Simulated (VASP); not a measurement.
Here is a VASP 6.6.1 calculation.

INCAR

```
SYSTEM = Cu
PREC = Accurate
ENCUT = 820
EDIFF = 1E-6
ISMEAR = 0
SIGMA = 0.1
LREAL = .FALSE.
LASPH = .TRUE.
NELM = 120
ALGO = Normal
ISIF = 2
LWAVE = .FALSE.
LCHARG = .FALSE.
GGA = PE
NBANDS = 16
GGA_COMPAT = .FALSE.
```

The input KPOINTS:

```
regular mesh
0
G
  20 20 20
  0 0 0
```

File POSCAR:

```
Cu
1.0
    0.0000000000      1.8734584742      1.8734584742
    1.8734584742      0.0000000000      1.8734584742
    1.8734584742      1.8734584742      0.0000000000
Cu
1
Direct
    0.0000000000      0.0000000000      0.0000000000
```

Potentials or basis: VASP PAW PBE potentials, release 64 (Cu_sv_GW).

The run is started by

```console
$ cat potpaw_PBE.64/Cu_sv_GW/POTCAR > POTCAR
$ mpirun -np 1 vasp_std > vasp.out
```

Task: What does it give for the pressure?

Result: -11.0 GPa.

Task: Predict the band gap on the k mesh.

Result: Zero (an odd number of electrons rules out a gap without spin polarisation).

Caveat: the cell stands under tension.
